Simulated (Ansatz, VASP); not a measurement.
HC18F in VASP and in Ansatz

```
C F H
1.0
     7.39800    0.00000    0.00000
    -3.69900    6.40686    0.00000
     0.00000    0.00000   12.00000
C F H
18 1 1
Direct
  0.00706 0.99719 0.06937
  0.22787 0.10694 0.07535
  0.00716 0.33138 0.10568
  0.23570 0.44576 0.07966
  0.00704 0.66555 0.06948
  0.22787 0.77670 0.07534
  0.33579 0.99578 0.08076
  0.56353 0.10950 0.10733
  0.34264 0.33412 0.07452
  0.56283 0.44335 0.06858
  0.34265 0.66430 0.07445
  0.56283 0.77519 0.06828
  0.67726 0.99758 0.07674
  0.89200 0.10430 0.07729
  0.67718 0.33534 0.07727
  0.89199 0.44337 0.07776
  0.67381 0.66477 0.06489
  0.89572 0.77573 0.06546
  0.56822 0.11122 0.23292
  0.00456 0.32934 0.19888
```

Alike in both runs: functional PBE; k mesh 2 × 2 × 1; occupations gaussian, width 0.02 eV; no spin polarisation.

Ansatz relaxed the structure, and its values are those at the end. VASP's run is a single point on that final structure, the one shown.

```csv
,VASP,Ansatz
version,VASP 6.6.1,Ansatz 0.2.0
potentials or method,"VASP PAW PBE potentials, release 64 (C, F, H), cutoff 520 eV","scalar-relativistic, plane waves, PAW"
valence electrons in the cell,80,80
```

```tsv
	VASP	Ansatz	Ansatz less VASP
gap on the k mesh at the Fermi level (eV)	0.33	0.33	0.000
rms of the force components (eV/Å)	0.037	0.010	-0.0274
```

Ansatz's warnings: xc potential rough in thin density.

The k mesh is coarse, so the values compare programs but aren't converged.
